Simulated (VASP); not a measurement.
# MgH2 (P4_2/mnm) in VASP: notebook, part 2 of 2

VASP 6.6.1. The steps go on from the part before.

### Step 3. Relaxation of cell and atoms, LDA

This run uses another cell than the first one, of 10.27 Å³/atom.

Input file INCAR:

```
ALGO = Normal
EDIFF = 1E-6
EDIFFG = -0.005
ENCUT = 600
GGA = CA
IBRION = 2
ISIF = 3
ISMEAR = 0
LASPH = True
LCHARG = False
LREAL = False
LWAVE = False
NELM = 100
NSW = 100
PREC = Accurate
SIGMA = 0.02
```

Input file KPOINTS:

```
k-points
0
Gamma
  6 6 8
```

Input file POSCAR:

```
MgH2
1.0
    4.5168000000      0.0000000000      0.0000000000
    0.0000000000      4.5168000000      0.0000000000
    0.0000000000      0.0000000000      3.0205000000
Mg H
2 4
Direct
    0.0000000000      0.0000000000      0.0000000000
    0.5000000000      0.5000000000      0.5000000000
    0.3060000000      0.3060000000      0.0000000000
    0.1940000000      0.8060000000      0.5000000000
    0.6940000000      0.6940000000      0.0000000000
    0.8060000000      0.1940000000      0.5000000000
```

Potentials or basis: VASP PAW LDA potentials, release 64 (Mg, H).

Command:

```sh
cat potpaw_LDA.64/Mg/POTCAR potpaw_LDA.64/H/POTCAR > POTCAR
mpirun -np 1 vasp_std > vasp.out
```

OUTCAR:

```text
EDIFF = 1E-6
   EDIFFG = -0.005
   ENCUT = 600
   GGA = CA
   IBRION = 2
   ISIF = 3
   ISMEAR = 0
   LASPH = True
   LREAL = False
   NELM = 100
   NSW = 100
   PREC = Accurate

 ion  position               nearest neighbor table
   1  0.000  0.000  0.000-   4 1.95   6 1.95   4 1.95   6 1.95   5 1.95   3 1.95   2 3.53   2 3.53
                             2 3.53   2 3.53   2 3.53   2 3.53   2 3.53   2 3.53
   2  0.500  0.500  0.500-   3 1.95   5 1.95   3 1.95   5 1.95   4 1.95   6 1.95   1 3.53   1 3.53
                             1 3.53   1 3.53   1 3.53   1 3.53   1 3.53   1 3.53
   3  0.306  0.306  0.000-   2 1.95   2 1.95   1 1.95
   4  0.194  0.806  0.500-   1 1.95   1 1.95   2 1.95
   5  0.694  0.694  0.000-   2 1.95   2 1.95   1 1.95
   6  0.806  0.194  0.500-   1 1.95   1 1.95   2 1.95

  LATTYP: Found a simple tetragonal cell.
 ALAT       =     4.5168000000
 C/A-ratio  =     0.6687256465

  Lattice vectors:

 A1 = (   4.5168000000,   0.0000000000,   0.0000000000)
 A2 = (   0.0000000000,   4.5168000000,   0.0000000000)
 A3 = (   0.0000000000,   0.0000000000,   3.0205000000)

Analysis of symmetry for initial positions (statically):
=====================================================================
 Subroutine PRICEL returns:
 Original cell was already a primitive cell.

 Routine SETGRP: Setting up the symmetry group for a
 simple tetragonal supercell.

 Subroutine GETGRP returns: Found 16 space group operations
 (whereof  8 operations were pure point group operations)
[... 454 lines left out ...]

 number of electron       8.0000000 magnetization

 Free energy of the ion-electron system (eV)
  ---------------------------------------------------
  ext. energy  EPLUGINS =         0.00000000
  ---------------------------------------------------
  free energy    TOTEN  =       -18.89876442 eV

  energy without entropy =      -18.89876442  energy(sigma->0) =      -18.89876442

 E-fermi :  -0.2647     XC(G=0):  -8.9680

 val. band max:       -0.3629138395   @ k =   0.1667   0.1667   0.0000
 cond. band min:       3.1549459186   @ k =   0.3333   0.3333   0.5000
 fundamental gap:      3.5178597581
 Fermi energy:        -0.2646927548

 k-point     1 :       0.0000    0.0000    0.0000
  band No.  band energies     occupation
      1      -7.2789      2.00000
      2      -1.9467      2.00000
      3      -1.9467      2.00000
      4      -0.8431      2.00000
      5       3.9485      0.00000
      6       4.6199      0.00000
      7       8.8003      0.00000
      8       8.8003      0.00000
[... 243 lines left out ...]
 k-point    24 :       0.5000    0.0000    0.2500
  band No.  band energies     occupation
      1      -4.6769      2.00000
      2      -4.6769      2.00000
      3      -0.7146      2.00000
      4      -0.7146      2.00000
      5       5.2120      0.00000
      6       5.2120      0.00000
      7       6.7997      0.00000
      8       6.7997      0.00000

 [... further k-points ...]

------------------------ aborting loop because EDIFF is reached ----------------------------------------

  FORCE on cell =-STRESS in cart. coord.  units (eV):
  Direction    XX          YY          ZZ          XY          YZ          ZX
  --------------------------------------------------------------------------------------
  -------------------------------------------------------------------------------------
  Total       -0.0116104     -0.0116104      0.0189878      0.0000000      0.0000000      0.0000000
  in kB       -0.3213449     -0.3213449      0.5255316      0.0000000      0.0000000      0.0000000
  external PRESSURE =      -0.0390527 kB  Pullay stress =       0.0000000 kB
[... 21 lines left out ...]
  FREE ENERGIE OF THE ION-ELECTRON SYSTEM (eV)
  ---------------------------------------------------
  free  energy   TOTEN  =       -18.8987644186 eV

  energy  without entropy=      -18.8987644186  energy(sigma->0) =      -18.89876442

 reached required accuracy - stopping structural energy minimisation
```

OSZICAR:

```text
N       E                     dE             d eps       ncg     rms          rms(c)
DAV:   1     0.265830576485E+01    0.26583E+01   -0.35239E+03   800   0.861E+02
DAV:   2    -0.194543701878E+02   -0.22113E+02   -0.20194E+02  1064   0.859E+01
DAV:   3    -0.202095096997E+02   -0.75514E+00   -0.75514E+00  1032   0.225E+01
[... 44 lines left out ...]
DAV:   1    -0.188987388653E+02    0.71571E-07   -0.47943E-05   912   0.571E-02    0.266E-03
DAV:   2    -0.188987387498E+02    0.11551E-06   -0.36069E-07   464   0.535E-03
   7 F= -.18898739E+02 E0= -.18898739E+02  d E =-.152086E-02
       N       E                     dE             d eps       ncg     rms          rms(c)
DAV:   1    -0.188987643239E+02   -0.25459E-04   -0.36232E-04   920   0.190E-01    0.496E-03
DAV:   2    -0.188987644186E+02   -0.94654E-07   -0.16857E-06   864   0.130E-02
   8 F= -.18898764E+02 E0= -.18898764E+02  d E =-.256688E-04
```

Run time: 87 s. Hardware: 1 thread of AMD EPYC 7R13, shared host; peak memory 0.15 GiB.

What came out:

```yaml
Free_energy: -18.8988 eV
Relaxed_volume: 9.65 Å³/atom
Relaxed_cell: a = 4.417 Å, b = 4.417 Å, c = 2.967 Å, α = 90.00°, β = 90.00°, γ = 90.00°
Space_group_after_relaxing_to_0.1_Å: P4_2/mnm (No. 136)
Energy_gained_by_relaxing: 6.5 meV/atom
Ionic_steps: 8
Pressure_after_relaxing: 0.0 GPa
Largest_force_after_relaxing: 0.004 eV/Å
Band_gap_on_the_k_mesh: 3.52 eV (least direct gap 4.40 eV)
```

Forces in eV/Å, atoms in the order of the input:
```
Mg   0.000  0.000  0.000
Mg   0.000  0.000  0.000
H    0.003  0.003  0.000
H   -0.003  0.003  0.000
H   -0.003 -0.003  0.000
H    0.003 -0.003  0.000
```

Stress tensor (GPa, compression positive):
```
-0.03  0.00  0.00
 0.00 -0.03  0.00
 0.00  0.00  0.05
```

Step by step:
```csv
step,energy change (eV),largest force (eV/Å),pressure (GPa),volume (Å³)
1,0.0000,0.0523,-3.13,61.62
2,-0.0274,0.0508,-1.70,59.85
3,-0.0376,0.0491,-0.12,58.14
4,-0.0377,0.0489,0.02,58.00
5,-0.0387,0.0244,0.01,57.95
6,-0.0392,0.0078,0.01,57.88
7,-0.0392,0.0068,0.01,57.88
8,-0.0392,0.0041,0.00,57.89
```

Final structure:
```xyz
6
Lattice="4.4169 0.0000 0.0000 0.0000 4.4169 0.0000 0.0000 0.0000 2.9673" Properties=species:S:1:pos:R:3 pbc="T T T"
Mg    4.4169    4.4169    2.9673
Mg    2.2084    2.2084    1.4836
H     1.3436    1.3436    0.0000
H     0.8648    3.5520    1.4836
H     3.0733    3.0733    0.0000
H     3.5520    0.8648    1.4836
```

### Step 4. Single point, LDA

This run uses another cell than the first one, of 10.27 Å³/atom.

Input file INCAR:

```
PREC     = Accurate       # precision mode
ENCUT    = 600            # plane-wave cutoff, eV
EDIFF    = 1E-6           # SCF threshold, eV
ISMEAR   = 0              # smearing method
SIGMA    = 0.1            # smearing width, eV
LREAL    = False          # projectors in reciprocal space
LASPH    = True           # aspherical terms in the spheres
NELM     = 120            # most SCF steps
ALGO     = Normal         # electronic algorithm
ISIF     = 2              # what is computed and relaxed
LWAVE    = False          # write WAVECAR
LCHARG   = False          # write CHGCAR
NBANDS   = 13             # bands
GGA_COMPAT= False
```

Input file KPOINTS:

```
Automatic mesh
0
Gamma
  4 4 6
```

POSCAR is that of step 3.

Command:

```sh
cat potpaw_LDA.64/Mg/POTCAR potpaw_LDA.64/H/POTCAR > POTCAR
mpirun -np 1 vasp_std > vasp.out
```

It took 20 s on 1 thread of Intel Xeon 8259CL, shared host; peak memory 0.16 GiB.

It converged, with:

```
Free energy            : -18.8587 eV
Pressure               : -3.1 GPa
Largest force          : 0.052 eV/Å
Band gap on the k mesh : 3.54 eV (least direct gap 4.33 eV)
```

Forces in eV/Å, atoms in the order of the input:
```
Mg   0.000  0.000  0.000
Mg   0.000  0.000  0.000
H   -0.037 -0.037  0.000
H    0.037 -0.037  0.000
H    0.037  0.037  0.000
H   -0.037  0.037  0.000
```

Stress tensor (GPa, compression positive):
```
-2.94  0.00  0.00
 0.00 -2.94  0.00
 0.00  0.00 -3.47
```

Levels at points of the mesh, in eV from the valence-band top:
| k point | band 1 | band 2 | band 3 | band 4 | band 5 | band 6 | band 7 | band 8 |
| --- | --- | --- | --- | --- | --- | --- | --- | --- |
| (0.00, 0.00, 0.00) | -6.53 | -1.43 | -1.43 | -0.49 | 4.45 | 4.89 | 8.85 | 8.85 |
| (0.50, 0.00, 0.00) | -4.91 | -4.91 | -0.47 | -0.47 | 5.03 | 5.03 | 9.88 | 9.88 |
| (0.50, 0.50, 0.00) | -3.83 | -3.83 | -2.77 | -2.77 | 8.90 | 8.90 | 9.04 | 9.04 |
| (0.00, 0.00, 0.50) | -3.08 | -3.08 | 0.00 | 0.00 | 5.95 | 5.95 | 6.51 | 6.51 |
| (0.50, 0.00, 0.50) | -2.31 | -2.31 | -1.08 | -1.08 | 4.93 | 4.93 | 6.58 | 6.58 |
| (0.50, 0.50, 0.50) | -1.90 | -1.90 | -0.91 | -0.91 | 3.54 | 3.54 | 3.89 | 3.89 |

Caveat: the cell stands under tension. A k mesh can miss the band edges.

### Step 5. Single point, LDA

INCAR: that of step 4 with these lines changed.

```diff
@@ -4,3 +4,3 @@
 ISMEAR   = 0              # smearing method
-SIGMA    = 0.1            # smearing width, eV
+SIGMA    = 0.01           # smearing width, eV
 LREAL    = False          # projectors in reciprocal space
```

Input file KPOINTS:

```
regular mesh
0
Gamma
  6 6 8
```

Input file POSCAR:

```
MgH2
1.0
    4.4283876794      0.0000000000      0.0000000000
    0.0000000000      4.4283876794      0.0000000000
    0.0000000000      0.0000000000      2.9732946544
Mg H
2 4
Direct
    0.0000000000      0.0000000000      0.0000000000
    0.5000000000      0.5000000000      0.5000000000
    0.3043313089      0.3043313089      0.0000000000
    0.1956686911      0.8043313089      0.5000000000
    0.6956686911      0.6956686911      0.0000000000
    0.8043313089      0.1956686911      0.5000000000
```

Command:

```sh
cat potpaw_LDA.64/Mg/POTCAR potpaw_LDA.64/H/POTCAR > POTCAR
mpirun -np 1 vasp_std > vasp.out
```

Run time: 33 s. Hardware: 1 thread of Intel Xeon 8259CL, shared host; peak memory 0.18 GiB.

The run converged. Its results:

```yaml
Free_energy: -18.8977 eV
Pressure: -0.4 GPa
Band_gap_on_the_k_mesh: 3.51 eV (least direct gap 4.37 eV)
```

Levels at points of the mesh, in eV from the valence-band top:
```csv
k point,band 1,band 2,band 3,band 4,band 5,band 6,band 7,band 8,band 9
"(0.00, 0.00, 0.00)",-6.88,-1.57,-1.57,-0.48,4.32,4.96,9.12,9.12,10.87
"(0.50, 0.00, 0.00)",-5.18,-5.18,-0.55,-0.55,5.09,5.09,10.06,10.06,11.83
"(0.50, 0.50, 0.00)",-4.02,-4.02,-3.01,-3.01,9.12,9.12,9.29,9.29,13.23
"(0.00, 0.00, 0.50)",-3.30,-3.30,-0.09,-0.09,6.24,6.24,6.56,6.56,8.55
"(0.50, 0.00, 0.50)",-2.47,-2.47,-1.24,-1.24,5.00,5.00,6.67,6.67,8.54
"(0.50, 0.50, 0.50)",-2.02,-2.02,-1.07,-1.07,3.61,3.61,3.79,3.79,13.14
```

### Step 6. Relaxation of cell and atoms, LDA

Input file INCAR:

```
PREC = Accurate ; ENCUT = 600
EDIFF = 1E-7 ; ISMEAR = 0
SIGMA = 0.01 ; LREAL = F
LASPH = T ; NELM = 120
ALGO = Normal ; ISIF = 3
LWAVE = F ; LCHARG = F
GGA = CA ; IBRION = 2
NSW = 80 ; EDIFFG = -0.001
GGA_COMPAT = F ; NELMIN = 4
```

KPOINTS is that of step 5.

POSCAR is that of step 5.

Potentials or basis: VASP PAW LDA potentials, release 64 (Mg, H).

Command:

```sh
cat potpaw_LDA.64/Mg/POTCAR potpaw_LDA.64/H/POTCAR > POTCAR
mpirun -np 1 vasp_std > vasp.out
```

Wall time 79 s (1 thread of Intel Xeon 8259CL, shared host); peak memory 0.18 GiB.

It converged, with:

- Free energy: -18.8983 eV
- Relaxed volume: 9.64 Å³/atom
- Relaxed cell: a = 4.414 Å, b = 4.414 Å, c = 2.969 Å, α = 90.00°, β = 90.00°, γ = 90.00°
- Space group after relaxing (to 0.1 Å): P4_2/mnm (No. 136)
- Energy gained by relaxing: 0.1 meV/atom
- Ionic steps: 8
- Pressure after relaxing: 0.0 GPa
- Band gap on the k mesh: 3.51 eV (least direct gap 4.39 eV)

The path:
```tsv
step	energy change (eV)	largest force (eV/Å)	pressure (GPa)	volume (Å³)
1	0.0000	0.0007	-0.42	58.31
2	-0.0004	0.0014	-0.21	58.10
3	-0.0006	0.0022	0.01	57.87
4	-0.0006	0.0021	0.00	57.88
5	-0.0006	0.0005	0.00	57.88
6	-0.0006	0.0024	0.00	57.86
7	-0.0006	0.0013	0.00	57.86
8	-0.0006	0.0001	0.00	57.86
```

Final structure:
```yaml
crystal:
  lattice:
    - [4.41424, 0.00000, 0.00000]
    - [0.00000, 4.41424, 0.00000]
    - [0.00000, 0.00000, 2.96916]
  atoms:
    - { symbol: Mg, position: [0.00000, 0.00000, 0.00000] }
    - { symbol: Mg, position: [0.50000, 0.50000, 0.50000] }
    - { symbol: H, position: [0.30432, 0.30432, 0.00000] }
    - { symbol: H, position: [0.19568, 0.80432, 0.50000] }
    - { symbol: H, position: [0.69568, 0.69568, 0.00000] }
    - { symbol: H, position: [0.80432, 0.19568, 0.50000] }
```

Levels at points of the mesh, in eV from the valence-band top:
| k point | band 1 | band 2 | band 3 | band 4 | band 5 | band 6 | band 7 | band 8 |
| --- | --- | --- | --- | --- | --- | --- | --- | --- |
| (0.00, 0.00, 0.00) | -6.92 | -1.58 | -1.58 | -0.48 | 4.31 | 4.99 | 9.17 | 9.17 |
| (0.50, 0.00, 0.00) | -5.21 | -5.21 | -0.56 | -0.56 | 5.11 | 5.11 | 10.10 | 10.10 |
| (0.50, 0.50, 0.00) | -4.04 | -4.04 | -3.04 | -3.04 | 9.16 | 9.16 | 9.33 | 9.33 |
| (0.00, 0.00, 0.50) | -3.33 | -3.33 | -0.10 | -0.10 | 6.28 | 6.28 | 6.57 | 6.57 |
| (0.50, 0.00, 0.50) | -2.50 | -2.50 | -1.26 | -1.26 | 5.00 | 5.00 | 6.69 | 6.69 |
| (0.50, 0.50, 0.50) | -2.04 | -2.04 | -1.09 | -1.09 | 3.62 | 3.62 | 3.78 | 3.78 |

### Step 7. Overview

| task | cell | k mesh | cutoff (eV) | smearing | gap on the mesh (eV) | pressure (GPa) | relaxed volume (Å³/atom) |
| --- | --- | --- | --- | --- | --- | --- | --- |
| single point | a = 4.428, b = 4.428, c = 2.973 Å, 6 atoms | 6 × 6 × 8 | 520 | gaussian 0.02 eV | 3.51 | -0.5 | - |
| relaxation of cell and atoms | relaxed from a = 4.517, b = 4.517, c = 3.021 Å, 6 atoms | 6 × 6 × 8 | 600 | gaussian 0.02 eV | 3.52 | 0.0 | 9.65 |
| single point | a = 4.517, b = 4.517, c = 3.021 Å, 6 atoms | 4 × 4 × 6 | 600 | gaussian 0.1 eV | 3.54 | -3.1 | - |
| single point | a = 4.428, b = 4.428, c = 2.973 Å, 6 atoms | 6 × 6 × 8 | 600 | gaussian 0.01 eV | 3.51 | -0.4 | - |
| relaxation of cell and atoms | relaxed from a = 4.428, b = 4.428, c = 2.973 Å, 6 atoms | 6 × 6 × 8 | 600 | gaussian 0.01 eV | 3.51 | 0.0 | 9.64 |

Alike in all rows: level LDA; potentials or basis VASP PAW LDA potentials, release 64 (Mg, H); no spin polarisation.

Caveats: the cell stands under tension (at least some runs).

Absolute energies hang on the potentials; compare differences alone.
